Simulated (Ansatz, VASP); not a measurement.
# One calculation of BaGeP4, two programs

```xyz
6
Lattice="0.0000 4.0258 4.0258 4.0258 0.0000 4.0258 4.0258 4.0258 0.0000" Properties=species:S:1:pos:R:3 pbc="T T T"
Ba    0.0000    0.0000    0.0000
Ge    6.0387    6.0387    6.0387
P     3.2083    4.8433    4.8433
P     3.2083    3.2083    3.2083
P     4.8433    3.2083    4.8433
P     4.8433    4.8433    3.2083
```

Change from the starting cell: species swapped into the TbNi4Au type (F-43m, No. 216).

Alike in both runs: functional PBE; k mesh 8 × 8 × 8; occupations gaussian, width 0.1 eV; no spin polarisation.

Ansatz relaxed the structure, and its values are those at the end. VASP's run is a single point on that final structure, the one shown.

```csv
,VASP,Ansatz
version,VASP 6.6.1,Ansatz 0.2.0
potentials or method,"VASP PAW PBE potentials, release 64 (Ba_sv, Ge_d, P), cutoff 520 eV","scalar-relativistic, plane waves, PAW"
valence electrons in the cell,44,44
```

|  | VASP | Ansatz | Ansatz less VASP |
| --- | --- | --- | --- |
| gap on the k mesh at the Fermi level (eV) | none | none | - |
| pressure (GPa) | 0.3 | 0.0 | -0.29 |
| rms of the force components (eV/Å) | 0.049 | 0.001 | -0.0478 |

A gap of «none» marks a metal or a gap that the smearing closes.

Spin-orbit coupling is off throughout.
